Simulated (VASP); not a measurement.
Crystal: BaTiO3.

```xyz
5
Lattice="3.9855 0.0000 0.0000 0.0000 2.8369 -2.8451 0.0000 2.8369 2.8451" Properties=species:S:1:pos:R:3 pbc="T T T"
Ba    0.0000    0.0000    0.0000
Ti    1.9928    2.8369    0.0706
O     0.0000    2.8369   -0.0717
O     1.9928    1.4565    1.4143
O     1.9928    4.2173    1.4143
```

Base run:

```yaml
Program: VASP 6.6.1
Functional: r2SCAN
Potentials_or_basis: VASP PAW PBE potentials, release 64 (Ba_sv, Ti_sv, O)
Cutoff: 660 eV
k_mesh: 6 × 6 × 6
Occupations: gaussian, width 0.01 eV
Spin: no spin polarisation
Hubbard_terms: Ti d U = 3.0 eV
```

Its results: band gap on the k mesh 2.62 eV (least direct gap 2.87 eV); pressure 3.3 GPa; largest force 0.348 eV/Å.

The run is repeated on the same cell with these changes: hubbard terms from Ti d U = 3.0 eV to Ti d U = 1.0 eV. What comes out?

Band gap on the k mesh 2.36 eV (least direct gap 2.59 eV); pressure 1.7 GPa; largest force 0.268 eV/Å.

Caveats: the PAW data sets were made with another functional, which shifts forces and pressure a little; spin-orbit coupling is left out, which moves the levels of the heavy elements; the cell stands under pressure (at least some runs).

A k mesh can miss the band edges.
